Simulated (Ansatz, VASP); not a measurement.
## Be in VASP and in Ansatz

```
Be
1.0
     2.26567    0.00000    0.00000
    -1.13284    1.96213    0.00000
     0.00000    0.00000    3.55870
Be
2
Direct
  0.33333 0.66667 0.25000
  0.66667 0.33333 0.75000
```

Alike in both runs: task single point; functional PBE; k mesh 16 × 16 × 9; occupations gaussian, width 0.6 eV; no spin polarisation.

|  | VASP | Ansatz |
| --- | --- | --- |
| version | VASP 6.6.1 | Ansatz 0.2.0 |
| potentials or method | VASP PAW PBE potentials, release 64 (Be), cutoff 520 eV | plane waves (420 eV) with PAW, scalar-relativistic |
| valence electrons in the cell | 4 | 4 |

|  | VASP | Ansatz | Ansatz less VASP |
| --- | --- | --- | --- |
| pressure (GPa) | 0.2 | 0.0 | -0.15 |
| traceless stress, the component that is largest in VASP (GPa) | 0.22 | 0.19 | -0.033 |

With one functional, cell and mesh, what is left measures potentials, basis and numerics.
